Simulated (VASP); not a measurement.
PrScO:

```
Pr Sc O
1.0
     4.42169    0.00000    0.00000
    -2.21085    3.82930    0.00000
     0.00000    0.00000    6.93279
Pr Sc O
2 2 2
Direct
  0.33333 0.66667 0.25000
  0.66667 0.33333 0.75000
  0.33333 0.66667 0.75000
  0.66667 0.33333 0.25000
  0.00000 0.00000 0.50000
  0.00000 0.00000 0.00000
```

The cell was generated, and may not be a known phase.

| Item | Value |
| --- | --- |
| Program | VASP 6.6.1 |
| Task | relaxation of cell and atoms |
| Functional | PBE |
| Potentials or basis | VASP PAW PBE potentials, release 64 (Pr_3, Sc_sv, O), 4f in core |
| Cutoff | 600 eV |
| k mesh | 4 × 4 × 3 |
| Occupations | gaussian, width 0.2 eV |
| Spin | no spin polarisation |

At the start: pressure 0.2 GPa; volume 19.56 Å³/atom.

**Question.** How do energy, volume and symmetry change on relaxing?

**Answer.** Over 5 steps the energy falls by 225.5 meV/atom and the volume is 18.90 Å³/atom (-3.4 %); space group P6_3/mmc (No. 194, to 0.1 Å) before and after.

Step by step:
```tsv
step	energy change (eV)	largest force (eV/Å)	pressure (GPa)	volume (Å³)
1	0.0000	0.0000	0.24	117.39
2	-1.2372	0.0000	-1.93	117.05
3	-1.3338	0.0000	-1.58	116.66
4	-1.3362	0.0000	-1.48	116.59
5	-1.3532	0.0000	-0.28	113.41
```

Final structure:
```
CELL_PARAMETERS angstrom
4.67070 0.00000 0.00000
-2.33535 4.04495 0.00000
0.00000 0.00000 6.00275
ATOMIC_POSITIONS crystal
Pr 0.33333 0.66667 0.25000
Pr 0.66667 0.33333 0.75000
Sc 0.33333 0.66667 0.75000
Sc 0.66667 0.33333 0.25000
O 0.00000 0.00000 0.50000
O 0.00000 0.00000 0.00000
```

Caveat: the k points lie up to 0.39 Å⁻¹ apart in the final cell; the run has no spin polarisation, though such a crystal can be magnetic.
